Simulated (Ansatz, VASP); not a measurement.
## Ag2O in VASP and in Ansatz

POSCAR

```
Ag2O
1.0
    4.7992445219      0.0000000000      0.0000000000
    0.0000000000      4.7992445219      0.0000000000
    0.0000000000      0.0000000000      4.7992445219
Ag O
4 2
Direct
    0.7500000000      0.7500000000      0.7500000000
    0.7500000000      0.2500000000      0.2500000000
    0.2500000000      0.2500000000      0.7500000000
    0.2500000000      0.7500000000      0.2500000000
    0.0000000000      0.0000000000      0.0000000000
    0.5000000000      0.5000000000      0.5000000000
```

Contents of INCAR.step1:

```
ALGO = Normal ; EDIFF = 1E-5
ENCUT = 660 ; GGA = PE
GGA_COMPAT = False ; ISMEAR = 0
LASPH = True ; LCHARG = False
LREAL = False ; LWAVE = True
NBANDS = 37 ; NELM = 120
PREC = Accurate ; SIGMA = 0.05
```

The input INCAR.step2:

```
ALGO = Normal ; EDIFF = 1E-6
ENCUT = 660 ; GGA_COMPAT = False
ISIF = 2 ; ISMEAR = 0
ISTART = 1 ; IVDW = 13
LASPH = True ; LCHARG = False
LMIXTAU = True ; LREAL = False
LWAVE = False ; METAGGA = R2SCAN
NBANDS = 37 ; NELM = 120
PREC = Accurate ; SIGMA = 0.05
VDW_A1 = 0.51559235 ; VDW_A2 = 5.77342911
VDW_S6 = 1.0 ; VDW_S8 = 0.6018749
```

The input KPOINTS:

```
k-points
0
Gamma
  6 6 6
```

Input for Ansatz:

```yaml
crystal:
  lattice:
    - [4.7992445219, 0.0, 0.0]
    - [0.0, 4.7992445219, 0.0]
    - [0.0, 0.0, 4.7992445219]
  atoms:
    - { symbol: Ag, position: [0.75, 0.75, 0.75] }
    - { symbol: Ag, position: [0.75, 0.25, 0.25] }
    - { symbol: Ag, position: [0.25, 0.25, 0.75] }
    - { symbol: Ag, position: [0.25, 0.75, 0.25] }
    - { symbol: O, position: [0.0, 0.0, 0.0] }
    - { symbol: O, position: [0.5, 0.5, 0.5] }
basis:
  ecutwfc: 500
  ecutrho_ratio: 4
kpoints:
  mp_grid: { grid: [6, 6, 6] }
hamiltonian:
  xc: r2scan
  dispersion: d4
scf:
  occupations: { method: gaussian, width: 0.05 }
output:
  forces: true
  stress: true
  eigenvalues: true
```

Alike in both runs: task single point; functional r2SCAN; dispersion D4; k mesh 6 × 6 × 6; occupations gaussian, width 0.05 eV; no spin polarisation.

```csv
,VASP,Ansatz
version,VASP 6.6.1,Ansatz 0.2.0
potentials or method,"VASP PAW PBE potentials, release 64 (Ag, O), cutoff 660 eV","scalar-relativistic, plane waves, PAW"
valence electrons in the cell,56,88
```

```csv
,VASP,Ansatz,Ansatz less VASP
gap on the k mesh at the Fermi level (eV),0.20,0.20,+0.003
least direct gap on the mesh (eV),0.20,0.20,+0.003
pressure (GPa),-3.3,-3.1,+0.17
```

VASP's potentials were made for PBE, not for r2SCAN. VASP's potentials hold 56 valence electrons a cell and Ansatz's 88, so a difference there can come from the potentials and not from the codes.
